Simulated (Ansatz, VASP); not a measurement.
Ga: VASP beside Ansatz

INCAR

```
SYSTEM = Ga
PREC = Accurate ; ENCUT = 520
EDIFF = 1E-7 ; ISMEAR = -1
SIGMA = 0.1 ; LREAL = .FALSE.
LASPH = .TRUE. ; NELM = 60
ALGO = Normal ; ISIF = 2
LWAVE = .FALSE. ; LCHARG = .FALSE.
GGA = B5 ; ALDAX = 1.0
AGGAX = 1.0 ; AGGAC = 1.0
ALDAC = 0.0 ; NBANDS = 20
```

The input KPOINTS:

```
regular mesh
0
G
  13 13 7
  0 0 0
```

The input POSCAR:

```
Ga
1.0
    3.3271864908      0.0000000000      0.0000000000
   -1.6635932454      2.8814280242      0.0000000000
    0.0000000000      0.0000000000      5.1344465978
Ga
2
Direct
    0.3333333333      0.6666666667      0.2500000000
    0.6666666667      0.3333333333      0.7500000000
```

Input for Ansatz:

```yaml
crystal:
  lattice:
    - [3.3271864908, 0.0, 0.0]
    - [-1.6635932454, 2.8814280242, 0.0]
    - [0.0, 0.0, 5.1344465978]
  atoms:
    - { symbol: Ga, position: [0.3333333333, 0.6666666667, 0.25] }
    - { symbol: Ga, position: [0.6666666667, 0.3333333333, 0.75] }
hamiltonian:
  xc: blyp
  pseudopotentials:
    kind: paw
    azcp:
      Ga: "pseudopotentials/Ga.paw.azcp"
basis:
  ecutwfc: 420
  fft_grid_basis: typed
kpoints:
  mp_grid: { grid: [13, 13, 7], shift: [0, 0, 0] }
magnetization:
  spin_polarized: false
scf:
  occupations: { method: fermi_dirac, width: 0.1 }
  lower_state_search: "off"
output:
  stress: true
  write_density: true
  write_potential: true
  elf: true
  volumetric_format: npy
```

Alike in both runs: task single point; functional BLYP; k mesh 13 × 13 × 7; occupations fermi-dirac, width 0.1 eV; no spin polarisation.

|  | VASP | Ansatz |
| --- | --- | --- |
| version | VASP 6.6.1 | Ansatz 0.2.0 |
| potentials or method | VASP PAW PBE potentials, release 64 (Ga_d), cutoff 520 eV | plane waves (420 eV) with PAW, scalar-relativistic |
| valence electrons in the cell | 26 | 26 |

```csv
,VASP,Ansatz,Ansatz less VASP
pressure (GPa),-2.5,-2.4,+0.03
"traceless stress, the component that is largest in VASP (GPa)",-0.41,-0.42,-0.003
```

VASP's potentials were made for PBE, not for BLYP.
